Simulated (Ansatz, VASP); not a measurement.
Two plane-wave programs on Au

The input INCAR:

```
PREC     = Accurate       # precision mode
ENCUT    = 520            # plane-wave cutoff, eV
EDIFF    = 1E-7           # SCF threshold, eV
ISMEAR   = 0              # smearing method
SIGMA    = 0.15           # smearing width, eV
LREAL    = False          # projectors in reciprocal space
LASPH    = True           # aspherical terms in the spheres
NELM     = 80             # most SCF steps
ALGO     = Fast           # electronic algorithm
ISIF     = 2              # what is computed and relaxed
LWAVE    = False          # write WAVECAR
LCHARG   = False          # write CHGCAR
GGA      = PS             # functional
NBANDS   = 18             # bands
```

Contents of KPOINTS:

```
regular mesh
0
Gamma
  18 18 10
```

The input POSCAR:

```
Au
1.0
    2.8999984104      0.0000000000      0.0000000000
   -1.4499992052      2.5114722944      0.0000000000
    0.0000000000      0.0000000000      4.8800000000
Au
2
Direct
    0.1661581999      0.4874888987      0.7500000000
    0.6666666667      0.3333333333      0.2500000000
```

Input for Ansatz:

```yaml
crystal:
  lattice:
    - [2.8999984104, 0.0, 0.0]
    - [-1.4499992052, 2.5114722944, 0.0]
    - [0.0, 0.0, 4.88]
  atoms:
    - { symbol: Au, position: [0.1661581999, 0.4874888987, 0.75] }
    - { symbol: Au, position: [0.6666666667, 0.3333333333, 0.25] }
basis:
  ecutwfc: 420
kpoints:
  mp_grid: { grid: [18, 18, 10] }
hamiltonian:
  xc: pbesol
scf:
  occupations: { method: gaussian, width: 0.15 }
output:
  forces: true
  stress: true
  eigenvalues: true
```

Alike in both runs: task single point; functional PBEsol; k mesh 18 × 18 × 10; occupations gaussian, width 0.15 eV; no spin polarisation.

```csv
,VASP,Ansatz
version,VASP 6.6.1,Ansatz 0.2.0
potentials or method,"VASP PAW PBE potentials, release 64 (Au), cutoff 520 eV","scalar-relativistic, plane waves, PAW"
valence electrons in the cell,22,38
```

Ansatz gave:

| Item | Value |
| --- | --- |
| gap on the k mesh at the Fermi level (eV) | none |
| pressure (GPa) | -4.7 |
| traceless stress, the component that is largest in VASP (GPa) | 2.91 |
| rms of the force components (eV/Å) | 0.188 |

Task: Which values does VASP return?

Result: gap on the k mesh at the Fermi level (eV): none; pressure (GPa): -4.9; traceless stress, the component that is largest in VASP (GPa): 2.89; rms of the force components (eV/Å): 0.187.

VASP's potentials were made for PBE, not for PBEsol. Atom by atom the forces differ by 0.001 eV/Å (rms over components). A gap of «none» marks a metal or a gap that the smearing closes. VASP's potentials hold 22 valence electrons a cell and Ansatz's 38, so a difference there can come from the potentials and not from the codes.

Spin-orbit coupling is off throughout.
